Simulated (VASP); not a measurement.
Write the native input for VASP 6.6.1 that does the following.

| Item | Value |
| --- | --- |
| Task | single point |
| Functional | LDA |
| Potentials or basis | VASP PAW LDA potentials, release 64 (Sn_d, Se) |
| Cutoff | 400 eV |
| k mesh | 14 × 14 × 14 |
| Occupations | fermi-dirac, width 0.05 eV |
| Spin | no spin polarisation |
| Dipole correction | no |
| k mesh for the DOS | 21 × 21 × 21 |
| Occupations for the DOS | tetrahedron |
| Further INCAR settings | ALGO = Normal; EDIFF = 1e-06 |

The system is SnSe (rocksalt type).

```
Sn Se
1.0
     0.00000    2.64272    2.64272
     2.64272    0.00000    2.64272
     2.64272    2.64272    0.00000
Sn Se
1 1
Cartesian
  0.0000 0.0000 0.0000
  2.6427 2.6427 2.6427
```

One way to write it, as run:

POSCAR

```
SnSe
1.0
    0.0000000000      2.6427176763      2.6427176763
    2.6427176763      0.0000000000      2.6427176763
    2.6427176763      2.6427176763      0.0000000000
Sn Se
1 1
Direct
    0.0000000000      0.0000000000      0.0000000000
    0.5000000000      0.5000000000      0.5000000000
```

INCAR.step1

```
  ALGO = Normal
  EDIFF = 1E-6
  ENCUT = 400
  GGA_COMPAT = F
  ISIF = 2
  ISMEAR = -1
  LASPH = T
  LCHARG = T
  LORBIT = 11
  LREAL = F
  LWAVE = F
  NBANDS = 17
  NEDOS = 2001
  NELM = 120
  PREC = Accurate
  SIGMA = 0.05
```

KPOINTS.step1

```
k-points
0
Gamma
  14 14 14
```

INCAR.step2

```
  ALGO = Normal
  EDIFF = 1E-6
  ENCUT = 400
  GGA_COMPAT = F
  ICHARG = 11
  ISIF = 2
  ISMEAR = -5
  LASPH = T
  LCHARG = F
  LORBIT = 11
  LREAL = F
  LWAVE = F
  NEDOS = 1001
  NELM = 120
  PREC = Accurate
  SIGMA = 0.05
```

KPOINTS.step2

```
k-points
0
Gamma
  21 21 21
```

Potentials or basis: VASP PAW LDA potentials, release 64 (Sn_d, Se).

The run is started by

```bash
$ cat potpaw_LDA.64/Sn_d/POTCAR potpaw_LDA.64/Se/POTCAR > POTCAR
$ cp INCAR.step1 INCAR
$ cp KPOINTS.step1 KPOINTS
$ mpirun -np 1 vasp_std > vasp.out
$ cp INCAR.step2 INCAR
$ cp KPOINTS.step2 KPOINTS
$ mpirun -np 1 vasp_std > vasp.out
```

Results of the run:

```
Valence electrons inside the program's atomic spheres : Sn 12.55; Se 4.02
```

It took 90 s on 1 thread of Intel Xeon 8259CL (shared host), peak memory 0.22 GiB.
